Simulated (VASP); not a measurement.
Runs of VASP 6.6.1 on AlNi. The structure is that of space group P4/mmm (No. 123), or close to it. The cells are those of the table. 

```tsv
cell	gap on the mesh (eV)	pressure (GPa)
a = 2.738, b = 2.738, c = 3.099 Å, angles 90.0, 90.0, 91.0°, 2 atoms	none	(a)
a = 2.773, b = 2.773, c = 3.099 Å, angles 90.0, 90.0, 89.6°, 2 atoms	none	3.3
a = 2.725, b = 2.725, c = 3.099 Å, angles 90.0, 90.0, 91.6°, 2 atoms	none	9.9
a = 2.759, b = 2.759, c = 3.099 Å, angles 90.0, 90.0, 90.1°, 2 atoms	none	5.0
```

Alike in all rows: task single point; level PBE; potentials or basis VASP PAW PBE potentials, release 64 (Al, Ni); no spin polarisation; k mesh 18 × 18 × 16; cutoff (eV) 520; smearing gaussian 0.15 eV.

Problem. Estimate the missing entries.

Solution. (a) 7.9.

A gap of «none» marks levels without a gap at the run's occupations.
